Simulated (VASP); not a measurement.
Crystal: GaN.

```
CELL_PARAMETERS angstrom
0.00000 2.13524 2.13524
2.13524 0.00000 2.13524
2.13524 2.13524 0.00000
ATOMIC_POSITIONS crystal
Ga 0.00000 0.00000 0.00000
N 0.50000 0.50000 0.50000
```

Program: VASP 6.6.1. Alike in all runs: task single point; no spin polarisation; cell as given.

Order these runs on this cell by their band gap on the k mesh, lowest first.
A. level PBE; potentials or basis VASP PAW PBE potentials, release 64 (Ga_d, N); k mesh 7 × 7 × 7; cutoff (eV) 520; smearing fermi-dirac 0.03 eV
B. level PBE; potentials or basis VASP PAW PBE potentials, release 64 (Ga_d, N); k mesh 11 × 11 × 11; cutoff (eV) 520; smearing gaussian 0.025 eV
C. level LDA; potentials or basis VASP PAW LDA potentials, release 64 (Ga_d, N_h); k mesh 11 × 11 × 11; cutoff (eV) 910; smearing fermi-dirac 0.05 eV; second run hard_potentials
D. level r2SCAN; potentials or basis VASP PAW PBE potentials, release 64 (Ga_d, N); k mesh 11 × 11 × 11; cutoff (eV) 520; smearing fermi-dirac 0.05 eV
E. level r2SCANh; potentials or basis VASP PAW PBE potentials, release 64 (Ga_d, N); k mesh 6 × 6 × 6; cutoff (eV) 520; smearing fermi-dirac 0.05 eV; grid for exact exchange (PRECFOCK) Normal

C (0.37 eV), B (0.54 eV), A (0.81 eV), D (1.04 eV), E (1.60 eV).

Caveats: some runs use coarse meshes.

A k mesh can miss the band edges, odd and even meshes differently.
